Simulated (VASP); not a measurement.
Crystal: Ti2Hg.

```
Ti Hg
1.0
     0.00000    2.95148    2.95148
     2.95148    0.00000    2.95148
     2.95148    2.95148    0.00000
Ti Hg
2 1
Direct
  0.75000 0.75000 0.75000
  0.50000 0.50000 0.50000
  0.00000 0.00000 0.00000
```

The cell was generated, and may not be a known phase.

```yaml
Program: VASP 6.6.1
Task: relaxation of cell and atoms
Functional: PBE
Potentials_or_basis: VASP PAW PBE potentials, release 64 (Ti_sv, Hg)
Cutoff: 600 eV
k_mesh: 6 × 6 × 6
Occupations: gaussian, width 0.1 eV
Spin: no spin polarisation
```

At the start: pressure 26.4 GPa; volume 17.14 Å³/atom.

How do energy, volume and symmetry change on relaxing?

Over 8 steps the energy falls by 293.4 meV/atom and the volume is 21.48 Å³/atom (+25.3 %); space group F-43m (No. 216, to 0.1 Å) before and after.

The path:
```
step  energy change (eV)  largest force (eV/Å)  pressure (GPa)  volume (Å³)
   1              0.0000                0.0000           26.40        51.42
   2              1.3712                0.0000            7.00        75.43
   3              0.6731                0.0000          -11.57        94.08
   4             -0.2403                0.0000           -9.95        81.22
   5             -0.4485                0.0000           -8.86        77.69
   6             -0.5174                0.0000           -8.35        76.41
   7             -0.8667                0.0000            2.29        62.56
   8             -0.8802                0.0000            0.05        64.44
```

Final structure:
```
Ti Hg
1.0
     0.00000    3.18203    3.18203
     3.18203    0.00000    3.18203
     3.18203    3.18203    0.00000
Ti Hg
2 1
Direct
  0.75000 0.75000 0.75000
  0.50000 0.50000 0.50000
  0.00000 0.00000 0.00000
```

Caveat: the volume moved by over 15 % at a fixed basis, so the end points are rough.
